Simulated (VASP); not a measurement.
Input of a VASP 6.6.1 run:

Contents of INCAR:

```
ALGO = Normal ; EDIFF = 1E-6
ENCUT = 520 ; ISIF = 2
ISMEAR = -1 ; LASPH = T
LCHARG = F ; LREAL = F
LWAVE = F ; NBANDS = 12
NELM = 60 ; PREC = Accurate
SIGMA = 0.05
```

File KPOINTS:

```
k-points
0
Gamma
  14 14 14
```

The input POSCAR:

```
In
1.0
   -1.6261500000      1.6261500000      2.5234290000
    1.6261500000     -1.6261500000      2.5234290000
    1.6261500000      1.6261500000     -2.5234290000
In
1
Direct
    0.0000000000      0.0000000000      0.0000000000
```

Potentials or basis: VASP PAW LDA potentials, release 64 (In_d).

The run is started by

```sh
$ cat potpaw_LDA.64/In_d/POTCAR > POTCAR
$ mpirun -np 1 vasp_std > vasp.out
```

What does it give for the pressure?

-3.4 GPa.

Caveat: the cell differs from its parent crystal (zz strain of +2 %).
